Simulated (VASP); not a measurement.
The system is Zn.

```
Zn
1.0
     2.63391    0.00000    0.00000
    -1.31696    2.28104    0.00000
     0.00000    0.00000    4.89888
Zn
2
Direct
  0.66667 0.33333 0.75000
  0.33333 0.66667 0.25000
```

This cell differs from its parent crystal: volume scaled by 0.96.

Program: VASP 6.6.1. Alike in all runs: task single point; no spin polarisation; cell as given; k mesh 11 × 11 × 6.

Q: Order these runs on this cell by their pressure, lowest first.
A. level PBE; potentials or basis VASP PAW PBE potentials, release 64 (Zn); cutoff (eV) 520; smearing fermi-dirac 0.05 eV
B. level r2SCAN; potentials or basis VASP PAW PBE potentials, release 64 (Zn); cutoff (eV) 550; smearing methfessel-paxton 0.025 eV
C. level LDA; potentials or basis VASP PAW LDA potentials, release 64 (Zn); cutoff (eV) 520; smearing fermi-dirac 0.05 eV

A: C (-6.1 GPa), B (-1.5 GPa), A (2.9 GPa).

Caveats: the PAW data sets were made with another functional, which shifts forces and pressure a little (some runs).
